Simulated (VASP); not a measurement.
# Nb (P6_3/mmc) in VASP: further runs, part 2 of 2

VASP 6.6.1. The steps go on from the part before.

### Step 3. Single point, PBE

This run uses another cell than the first one, of 21.35 Å³/atom.

Input file INCAR:

```
PREC = Accurate
ENCUT = 520
EDIFF = 1E-7
ISMEAR = 0
SIGMA = 0.1
LREAL = F
LASPH = T
NELM = 100
ALGO = Fast
ISIF = 2
LWAVE = F
LCHARG = T
GGA = PE
LELF = T
LVHAR = T
NBANDS = 34
```

Input file KPOINTS:

```
regular mesh
0
Gamma
  6 6 2
```

Input file POSCAR:

```
Nb
1.0
    4.5875684639      0.0000000000      0.0000000000
   -2.2937842319      3.9729508313      0.0000000000
    0.0000000000      0.0000000000      4.6861953397
Nb
4
Direct
    0.0000000000      0.0000000000      0.2500000000
    0.0000000000      0.0000000000      0.7500000000
    0.3333333333      0.6666666667      0.7500000000
    0.6666666667      0.3333333333      0.2500000000
```

Potentials or basis: VASP PAW PBE potentials, release 64 (Nb_sv).

Launch:

```
cat potpaw_PBE.64/Nb_sv/POTCAR > POTCAR
mpirun -np 1 vasp_std > vasp.out
```

OUTCAR:

```text
PREC = Accurate
   ENCUT = 520
   EDIFF = 1E-7
   ISMEAR = 0
   LREAL = F
   LASPH = T
   NELM = 100
   ISIF = 2
   GGA = PE

 ion  position               nearest neighbor table
   1  0.000  0.000  0.250-   2 2.34   2 2.34   4 2.65   4 2.65   4 2.65
   2  0.000  0.000  0.750-   1 2.34   1 2.34   3 2.65   3 2.65   3 2.65
   3  0.333  0.667  0.750-   2 2.65   2 2.65   2 2.65
   4  0.667  0.333  0.250-   1 2.65   1 2.65   1 2.65

  LATTYP: Found a hexagonal cell.
 ALAT       =     4.5875684639
 C/A-ratio  =     1.0214987256

  Lattice vectors:

 A1 = (   4.5875684639,   0.0000000000,   0.0000000000)
 A2 = (  -2.2937842319,   3.9729508313,   0.0000000000)
 A3 = (   0.0000000000,   0.0000000000,   4.6861953397)

Analysis of symmetry for initial positions (statically):
=====================================================================
 Subroutine PRICEL returns:
 Original cell was already a primitive cell.

 Routine SETGRP: Setting up the symmetry group for a
 hexagonal supercell.

[... 159 lines left out ...]
  free energy    TOTEN  =       -35.28437397 eV

  energy without entropy =      -35.26507878  energy(sigma->0) =      -35.27472637

 E-fermi :   9.1148     XC(G=0): -11.4234

 val. band max:        9.0718849702   @ k =   0.1667   0.0000   0.0000
 cond. band min:       9.1271165185   @ k =   0.3333   0.3333   0.0000
 fundamental gap:      0.0552315483
 Fermi energy:         9.1147514874

 k-point     1 :       0.0000    0.0000    0.0000
  band No.  band energies     occupation
      1     -45.9709      2.00000
      2     -45.8655      2.00000
      3     -45.5556      2.00000
      4     -44.8326      2.00000
      5     -23.9012      2.00000
      6     -22.2978      2.00000
[... 507 lines left out ...]
     33      12.1181      0.00000
     34      12.4254      0.00000

------------------------ aborting loop because EDIFF is reached ----------------------------------------

  FORCE on cell =-STRESS in cart. coord.  units (eV):
  Direction    XX          YY          ZZ          XY          YZ          ZX
  --------------------------------------------------------------------------------------
  -------------------------------------------------------------------------------------
  Total       -0.0533696     -0.0533696     -0.0945646     -0.0000000      0.0000000      0.0000000
  in kB       -1.0011258     -1.0011258     -1.7738743     -0.0000000      0.0000000      0.0000000
  external PRESSURE =      -1.2587086 kB  Pullay stress =       0.0000000 kB

 VOLUME and BASIS-vectors are now :
 -----------------------------------------------------------------------------
  energy-cutoff  :      520.00
  volume of cell :       85.41
      direct lattice vectors                 reciprocal lattice vectors
     4.587568464  0.000000000  0.000000000     0.217980398  0.125851042  0.000000000
    -2.293784232  3.972950831  0.000000000     0.000000000  0.251702083  0.000000000
     0.000000000  0.000000000  4.686195340     0.000000000  0.000000000  0.213392726

 POSITION                                       TOTAL-FORCE (eV/Angst)
 -----------------------------------------------------------------------------------
      0.00000      0.00000      1.17155         0.000000      0.000000      0.000000
      0.00000      0.00000      3.51465         0.000000      0.000000      0.000000
     -0.00000      2.64863      3.51465        -0.000000     -0.000000      0.000000
      2.29378      1.32432      1.17155        -0.000000      0.000000     -0.000000
 -----------------------------------------------------------------------------------
    total drift:                               -0.000000      0.000000     -0.000000

  FREE ENERGIE OF THE ION-ELECTRON SYSTEM (eV)
  ---------------------------------------------------
  free  energy   TOTEN  =       -35.2843739698 eV

  energy  without entropy=      -35.2650787785  energy(sigma->0) =      -35.27472637
```

OSZICAR:

```text
N       E                     dE             d eps       ncg     rms          rms(c)
DAV:   1     0.680524917649E+03    0.68052E+03   -0.28933E+04   952   0.158E+03
DAV:   2     0.230345370221E+02   -0.65749E+03   -0.64229E+03  1096   0.657E+02
DAV:   3    -0.334316152394E+02   -0.56466E+02   -0.54214E+02  1680   0.132E+02
[... 39 lines left out ...]
RMM:  43    -0.352843735048E+02   -0.20874E-06   -0.20309E-06  1009   0.355E-03    0.343E-03
RMM:  44    -0.352843736710E+02   -0.16616E-06   -0.16971E-06   959   0.315E-03    0.346E-03
RMM:  45    -0.352843737873E+02   -0.11632E-06   -0.12463E-06   892   0.284E-03    0.348E-03
RMM:  46    -0.352843738888E+02   -0.10145E-06   -0.11002E-06   821   0.251E-03    0.365E-03
RMM:  47    -0.352843739698E+02   -0.81000E-07   -0.75772E-07   888   0.228E-03
   1 F= -.35284374E+02 E0= -.35274726E+02  d E =-.192952E-01
```

stdout:

```text
POSCAR found type information on POSCAR Nb
 POSCAR found :  1 types and       4 ions
 scaLAPACK will be used
 LDA part: xc-table for (Slater+PW92), standard interpolation
[... 30 lines left out ...]
 num prob  num prob  num prob  num prob  num prob  num prob  num prob  num prob  num prob RMM:  44    -0.352843736710E+02   -0.16616E-06   -0.16971E-06   959   0.315E-03    0.346E-03
 num prob  num prob  num prob  num prob  num prob WARNING in EDDRMM: call to ZHEGV failed, returncode =   8  4     22
 num prob  num prob  num prob  num prob  num prob  num prob RMM:  45    -0.352843737873E+02   -0.11632E-06   -0.12463E-06   892   0.284E-03    0.348E-03
 num prob  num prob  num prob  num prob  num prob  num prob  num prob RMM:  46    -0.352843738888E+02   -0.10145E-06   -0.11002E-06   821   0.251E-03    0.365E-03
 num prob  num prob  num prob  num prob  num prob  num prob  num prob  num prob RMM:  47    -0.352843739698E+02   -0.81000E-07   -0.75772E-07   888   0.228E-03
```

It took 3.3 min on 1 thread of AMD EPYC 7R43 (Zen 3), shared host; peak memory 0.17 GiB.

What came out:

- Free energy: -35.2844 eV
- Pressure: -0.1 GPa
- Band gap on the k mesh: zero (bands 26 and 27 overlap by 0.39 eV)

Stress tensor (GPa, compression positive):
```
-0.10  0.00  0.00
 0.00 -0.10  0.00
 0.00  0.00 -0.18
```

Levels at points of the mesh, in eV from the Fermi level:
| k point | band 22 | band 23 | band 24 | band 25 | band 26 | band 27 | band 28 | band 29 | band 30 | band 31 |
| --- | --- | --- | --- | --- | --- | --- | --- | --- | --- | --- |
| (0.00, 0.00, 0.00) | -0.93 | -0.93 | -0.45 | -0.45 | -0.23 | -0.23 | 0.76 | 0.76 | 1.36 | 1.87 |
| (0.50, 0.00, 0.00) | -2.28 | -1.62 | -0.90 | -0.68 | -0.57 | -0.33 | 0.39 | 1.59 | 1.86 | 1.94 |
| (0.00, 0.00, 0.50) | -1.95 | 0.06 | 0.06 | 0.06 | 0.06 | 0.22 | 0.22 | 1.37 | 1.37 | 1.37 |
| (0.50, 0.00, 0.50) | -1.91 | -1.07 | -1.07 | -1.04 | -1.04 | 0.24 | 0.24 | 1.55 | 1.55 | 2.81 |

Caveat: the k points lie up to 0.67 Å⁻¹ apart.

### Step 4. Single point, PBE

This run uses another cell than the first one, of 21.63 Å³/atom.

Input file INCAR:

```
  ALGO = Fast
  EDIFF = 1E-7
  ENCUT = 520
  GGA = PE
  ISIF = 2
  ISMEAR = 0
  LASPH = True
  LCHARG = False
  LREAL = False
  LWAVE = False
  NBANDS = 34
  NELM = 60
  PREC = Accurate
  SIGMA = 0.1
```

Input file KPOINTS:

```
k-points
0
Gamma
  6 6 4
```

Input file POSCAR:

```
Nb
1.0
    4.5611718902      0.0000000000      0.0000000000
   -2.2805859451      3.9500907279      0.0000000000
    0.0000000000      0.0000000000      4.8024719876
Nb
4
Direct
    0.0000000000      0.0000000000      0.2500000000
    0.0000000000      0.0000000000      0.7500000000
    0.3333333333      0.6666666667      0.7500000000
    0.6666666667      0.3333333333      0.2500000000
```

Launch:

```
cat potpaw_PBE.64/Nb_sv/POTCAR > POTCAR
mpirun -np 1 vasp_std > vasp.out
```

Wall time 4.4 min (1 thread of AMD EPYC 7R43 (Zen 3), shared host); peak memory 0.18 GiB.

It converged, with:

* Free energy: -35.4624 eV
* Pressure: 0.0 GPa
* Band gap on the k mesh: zero (bands 26 and 27 overlap by 0.66 eV)

Levels at points of the mesh, in eV from the Fermi level:
```tsv
k point	band 23	band 24	band 25	band 26	band 27	band 28	band 29	band 30
(0.00, 0.00, 0.00)	-0.75	-0.38	-0.38	-0.14	-0.14	0.82	0.82	1.43
(0.50, 0.00, 0.00)	-1.51	-0.88	-0.69	-0.57	-0.21	0.36	1.83	1.89
(0.00, 0.00, 0.50)	0.11	0.11	0.24	0.24	0.24	0.24	1.41	1.41
(0.50, 0.00, 0.50)	-1.00	-1.00	-0.90	-0.90	0.22	0.22	1.61	1.61
```

### Step 5. Relaxation of cell and atoms, PBE

Input file INCAR:

```
  ALGO = Normal
  EDIFF = 1E-7
  EDIFFG = -0.04
  ENCUT = 600
  GGA = PE
  IBRION = 2
  ISIF = 3
  ISMEAR = 0
  LASPH = True
  LCHARG = False
  LREAL = False
  LWAVE = False
  NELM = 80
  NSW = 90
  PREC = Accurate
  SIGMA = 0.1
```

Input file KPOINTS:

```
k-points
0
Gamma
  6 6 2
```

Input file POSCAR:

```
Nb
1.0
    3.2197178082      0.0000000000      0.0000000000
   -1.6098589041      2.7883574149      0.0000000000
    0.0000000000      0.0000000000      8.7691501281
Nb
4
Direct
    0.0000000000      0.0000000000      0.2500000000
    0.0000000000      0.0000000000      0.7500000000
    0.3333333333      0.6666666667      0.7500000000
    0.6666666667      0.3333333333      0.2500000000
```

Launch:

```
cat potpaw_PBE.64/Nb_sv/POTCAR > POTCAR
mpirun -np 1 vasp_std > vasp.out
```

Wall time 26 min (1 thread of AMD EPYC 7R43 (Zen 3), shared host); peak memory 0.19 GiB.

It converged, with:

- Free energy: -35.1445 eV
- Relaxed volume: 21.24 Å³/atom
- Relaxed cell: a = 4.571 Å, b = 4.571 Å, c = 4.694 Å, α = 90.00°, β = 90.00°, γ = 120.00°
- Space group after relaxing (to 0.1 Å): P6_3/mmc (No. 194)
- Pressure after relaxing: 0.1 GPa
- Band gap on the k mesh: zero (bands 26 and 27 overlap by 0.39 eV)

Stress tensor (GPa, compression positive):
```
 0.10  0.00  0.00
 0.00  0.10  0.00
 0.00  0.00 -0.02
```

Final structure:
```
CELL_PARAMETERS angstrom
4.57105 0.00000 0.00000
-2.28553 3.95865 0.00000
0.00000 0.00000 4.69414
ATOMIC_POSITIONS crystal
Nb 0.00000 0.00000 0.25000
Nb 0.00000 0.00000 0.75000
Nb 0.33333 0.66667 0.75000
Nb 0.66667 0.33333 0.25000
```

Levels at points of the mesh, in eV from the Fermi level:
| k point | band 24 | band 25 | band 26 | band 27 | band 28 | band 29 |
| --- | --- | --- | --- | --- | --- | --- |
| (0.00, 0.00, 0.00) | -0.46 | -0.46 | -0.22 | -0.22 | 0.77 | 0.77 |
| (0.50, 0.00, 0.00) | -0.92 | -0.71 | -0.57 | -0.32 | 0.39 | 1.63 |
| (0.00, 0.00, 0.50) | 0.07 | 0.07 | 0.07 | 0.18 | 0.18 | 1.37 |
| (0.50, 0.00, 0.50) | -1.09 | -1.03 | -1.03 | 0.23 | 0.23 | 1.54 |

Caveat: the k points lie up to 0.67 Å⁻¹ apart in the final cell; a cell axis changed by over 15 % at a fixed basis, so the end point is rough.

### Step 6. The runs side by side

| task | cell | k mesh | cutoff (eV) | gap on the mesh (eV) | pressure (GPa) |
| --- | --- | --- | --- | --- | --- |
| single point | a = 3.220, b = 3.220, c = 8.769 Å, angles 90.0, 90.0, 120.0°, 4 atoms | 6 × 6 × 2 | 520 | none | 163.0 |
| single point | a = 4.588, b = 4.588, c = 4.686 Å, angles 90.0, 90.0, 120.0°, 4 atoms | 6 × 6 × 2 | 520 | none | -0.1 |
| single point | a = 4.561, b = 4.561, c = 4.802 Å, angles 90.0, 90.0, 120.0°, 4 atoms | 6 × 6 × 4 | 520 | none | 0.0 |
| relaxation of cell and atoms | relaxed from a = 3.220, b = 3.220, c = 8.769 Å, angles 90.0, 90.0, 120.0°, 4 atoms | 6 × 6 × 2 | 600 | none | 0.1 |

Alike in all rows: level PBE; potentials or basis VASP PAW PBE potentials, release 64 (Nb_sv); no spin polarisation; smearing gaussian 0.1 eV.

Caveats: some runs use coarse meshes; atoms lie so close that the PAW spheres overlap strongly, which falsifies energies and pressures (at least some runs); a cell axis changed by over 15 % at a fixed basis, so the end point is rough (at least some runs).

Total energies depend on the potentials used, so only differences within one code and one set of settings carry meaning.
